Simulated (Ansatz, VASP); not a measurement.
## Two plane-wave programs on ZnO

```xyz
4
Lattice="3.3820 0.0000 0.0000 -1.6910 2.9289 0.0000 0.0000 0.0000 4.4323" Properties=species:S:1:pos:R:3 pbc="T T T"
Zn    0.0000    1.9526    1.1081
Zn    1.6910    0.9763    3.3243
O     1.6910    0.9763    1.1081
O     0.0000    1.9526    3.3243
```

Alike in both runs: task single point; functional r2SCAN; k mesh 9 × 9 × 6; no spin polarisation.

|  | VASP | Ansatz |
| --- | --- | --- |
| version | VASP 6.6.1 | Ansatz 0.2.0 |
| potentials or method | VASP PAW PBE potentials, release 64 (Zn, O) | plane waves, PAW |
| plane-wave cutoff (eV) | 520 | 500 |
| occupations | gaussian, width 0.01 eV | fixed |
| valence electrons in the cell | 36 | 36 |

```tsv
	VASP	Ansatz	Ansatz less VASP
gap on the k mesh at the Fermi level (eV)	1.56	1.57	+0.011
pressure (GPa)	6.5	5.2	-1.27
traceless stress, the component that is largest in VASP (GPa)	-0.88	-0.84	+0.040
```

VASP's potentials were made for PBE, not for r2SCAN.
